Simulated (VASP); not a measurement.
# GaAs (I-4m2) in VASP: further runs, part 2 of 2

VASP 6.6.1. Earlier steps stand in the parts before.

## 3. Single point, PBEsol (biaxial strain in the a-b plane: -4.0 %, then relaxed in part)

File INCAR:

```
  ALGO = Normal
  EDIFF = 1E-7
  ENCUT = 520
  GGA = PS
  ISIF = 2
  ISMEAR = 0
  LASPH = True
  LCHARG = True
  LELF = True
  LREAL = False
  LVHAR = True
  LWAVE = False
  NBANDS = 26
  NELM = 60
  PREC = Accurate
  SIGMA = 0.01
```

File KPOINTS:

```
k-points
0
Gamma
  10 10 6
```

File POSCAR:

```
GaAs
1.0
    2.7158173540      2.7158173540      0.0000000000
   -2.7158173540      2.7158173540      0.0000000000
    0.0000000000      0.0000000000      5.8586946786
Ga As
2 2
Direct
    0.0000000000      0.0000000000      0.0000000000
    0.5000000000      0.5000000000      0.5000000000
    0.5000000000      0.0000000000      0.7500000000
    0.0000000000      0.5000000000      0.2500000000
```

Potentials or basis: VASP PAW PBE potentials, release 64 (Ga_d, As).

Run with:

```bash
> cat potpaw_PBE.64/Ga_d/POTCAR potpaw_PBE.64/As/POTCAR > POTCAR
> mpirun -np 1 vasp_std > vasp.out
```

OUTCAR:

```text
EDIFF = 1E-7
   ENCUT = 520
   GGA = PS
   ISIF = 2
   ISMEAR = 0
   LASPH = True
   LREAL = False
   NELM = 60
   PREC = Accurate

 ion  position               nearest neighbor table
   1  0.000  0.000  0.000-   3 2.42   4 2.42   4 2.42   3 2.42
   2  0.500  0.500  0.500-   3 2.42   4 2.42   3 2.42   4 2.42
   3  0.500  0.000  0.750-   1 2.42   2 2.42   2 2.42   1 2.42
   4  0.000  0.500  0.250-   1 2.42   2 2.42   1 2.42   2 2.42

  LATTYP: Found a simple tetragonal cell.
 ALAT       =     3.8407457350
 C/A-ratio  =     1.5254055027

  Lattice vectors:

 A1 = (   2.7158173540,   2.7158173540,   0.0000000000)
 A2 = (  -2.7158173540,   2.7158173540,   0.0000000000)
 A3 = (   0.0000000000,   0.0000000000,   5.8586946786)

Analysis of symmetry for initial positions (statically):
=====================================================================
 Subroutine PRICEL returns following result:

  LATTYP: Found a body centered tetragonal cell.
 ALAT       =     3.8407457350
 C/A-ratio  =     1.5254055027

  Lattice vectors:

 A1 = (   2.7158173540,   0.0000000000,  -2.9293473393)
 A2 = (  -2.7158173540,   0.0000000000,  -2.9293473393)
 A3 = (   0.0000000000,   2.7158173540,   2.9293473393)

   2 primitive cells build up your supercell.

 Routine SETGRP: Setting up the symmetry group for a
 simple tetragonal supercell.

 Subroutine GETGRP returns: Found  8 space group operations
 (whereof  8 operations were pure point group operations)
 out of a pool of 16 trial point group operations.

The static configuration has the point symmetry D_2d.

Analysis of symmetry for dynamics (positions and initial velocities):
=====================================================================
 Subroutine PRICEL returns following result:

  LATTYP: Found a body centered tetragonal cell.
 ALAT       =     3.8407457350
[... 133 lines left out ...]
   EFERMI_NEDOS =   21; number of points for ismear=-14 and -15
   IALGO  =     38    algorithm
   IMIX   =      4    mixing-type and parameters
     AMIX     =   0.40;   BMIX     =  1.00
     AMIX_MAG =   1.60;   BMIX_MAG =  1.00
  volume/ion in A,a.u.               =      21.61       145.80
  Fermi-wavevector in a.u.,A,eV,Ry     =   1.222639  2.310453 20.338625  1.494847
  Thomas-Fermi vector in A             =   2.357779
   LORBIT       =      0    0 simple, 1 ext, 2 COOP (PROOUT), +10 PAW based schemes
   GGA     = PS    functional components
   LHFCALC =     F    Hartree Fock is set to
   AEXX    =    0.0000 exact exchange contribution
   IVDW    =     0    specifies the selected vdW correction
   LEPSILON=     F    determine dielectric tensor
   LRPA    =     F    only Hartree local field effects (RPA)
 non-spin polarized calculation
 Gauss-broadening in eV      SIGMA  =   0.01
  energy-cutoff  :      520.00
  volume of cell :       86.42
 maximum number of plane-waves:      2346
 NGX is ok and might be reduce to    30
   NGX = 15   NGY = 15   NGZ = 21

 number of electron      36.0000015 magnetization

 Free energy of the ion-electron system (eV)
  ---------------------------------------------------
  ext. energy  EPLUGINS =         0.00000000
  ---------------------------------------------------
  free energy    TOTEN  =       -18.06444817 eV

  energy without entropy =      -18.06444817  energy(sigma->0) =      -18.06444817

 E-fermi :   4.4465     XC(G=0):  -9.9794

 val. band max:        4.3999387620   @ k =   0.0000   0.0000   0.0000
 cond. band min:       4.9776096972   @ k =   0.0000   0.0000   0.0000
 fundamental gap:      0.5776709351
 Fermi energy:         4.4465060252

 k-point     1 :       0.0000    0.0000    0.0000
  band No.  band energies     occupation
      1     -10.7599      2.00000
      2     -10.6446      2.00000
      3     -10.6250      2.00000
      4     -10.6250      2.00000
      5     -10.5718      2.00000
      6     -10.5718      2.00000
[... 685 lines left out ...]
     25      11.4811      0.00000
     26      12.4880      0.00000

 [... further k-points ...]

------------------------ aborting loop because EDIFF is reached ----------------------------------------

  FORCE on cell =-STRESS in cart. coord.  units (eV):
  Direction    XX          YY          ZZ          XY          YZ          ZX
  --------------------------------------------------------------------------------------
  -------------------------------------------------------------------------------------
  Total        2.9849291      2.9849291      0.1034845      0.0000000     -0.0000000     -0.0000000
  in kB       55.3366187     55.3366187      1.9184652      0.0000000     -0.0000000     -0.0000000
  external PRESSURE =      37.5305675 kB  Pullay stress =       0.0000000 kB

 VOLUME and BASIS-vectors are now :
 -----------------------------------------------------------------------------
  energy-cutoff  :      520.00
  volume of cell :       86.42
      direct lattice vectors                 reciprocal lattice vectors
     2.715817354  2.715817354  0.000000000     0.184106637  0.184106637  0.000000000
    -2.715817354  2.715817354  0.000000000    -0.184106637  0.184106637  0.000000000
     0.000000000  0.000000000  5.858694679     0.000000000  0.000000000  0.170686485

 POSITION                                       TOTAL-FORCE (eV/Angst)
 -----------------------------------------------------------------------------------
      0.00000      0.00000      0.00000        -0.000000     -0.000000     -0.000000
      0.00000      2.71582      2.92935         0.000000      0.000000      0.000000
      1.35791      1.35791      4.39402        -0.000000     -0.000000     -0.000000
     -1.35791      1.35791      1.46467        -0.000000     -0.000000     -0.000000
 -----------------------------------------------------------------------------------
    total drift:                               -0.000000      0.000000      0.000000

  FREE ENERGIE OF THE ION-ELECTRON SYSTEM (eV)
  ---------------------------------------------------
  free  energy   TOTEN  =       -18.0644481719 eV

  energy  without entropy=      -18.0644481719  energy(sigma->0) =      -18.06444817
```

stdout:

```text
POSCAR found type information on POSCAR GaAs
 POSCAR found :  2 types and       4 ions
 scaLAPACK will be used
 -----------------------------------------------------------------------------
|                                                                             |
|                                                                             |
|     You enforced a specific xc type in the INCAR file but a different       |
|     I HOPE YOU KNOW WHAT YOU ARE DOING!                                     |
|                                                                             |
 -----------------------------------------------------------------------------

 LDA part: xc-table for (Slater+PW92), standard interpolation
 POSCAR, INCAR and KPOINTS ok, starting setup
 FFT: planning ... GRIDC
 FFT: planning ... GRID_SOFT
 FFT: planning ... GRID
 WAVECAR not read
 entering main loop
```

Run time: 3.2 min. Hardware: 1 thread of Intel Xeon Platinum 8259CL at 2.50GHz (Skylake/Cascade Lake), shared host; peak memory 0.3 GiB.

Results:

```yaml
Free_energy: -18.0644 eV
Pressure: 3.8 GPa
Band_gap_on_the_k_mesh: 0.58 eV
```

Levels at points of the mesh, in eV from the valence-band top:
```csv
k point,band 15,band 16,band 17,band 18,band 19,band 20,band 21,band 22
"(0.00, 0.00, 0.00)",-2.65,-0.51,0.00,0.00,0.58,1.45,1.87,3.50
"(0.50, 0.00, 0.00)",-4.02,-4.02,-1.09,-1.09,3.00,3.00,5.16,5.16
"(0.50, 0.50, 0.00)",-3.20,-3.20,-3.15,-3.15,0.94,0.94,1.15,1.15
"(0.00, 0.00, 0.50)",-1.69,-1.69,-1.69,-1.69,2.12,2.12,3.14,3.14
"(0.50, 0.00, 0.50)",-1.72,-1.72,-1.03,-1.03,0.78,0.78,4.29,4.29
"(0.50, 0.50, 0.50)",-3.95,-3.95,-3.74,-3.74,4.02,4.02,4.03,4.03
```

Caveat: the cell differs from its parent crystal (biaxial strain in the a-b plane: -4.0 %, then relaxed in part); the cell stands under pressure; the PAW data sets were made with another functional, which shifts forces and pressure a little. A k mesh can miss the band edges.
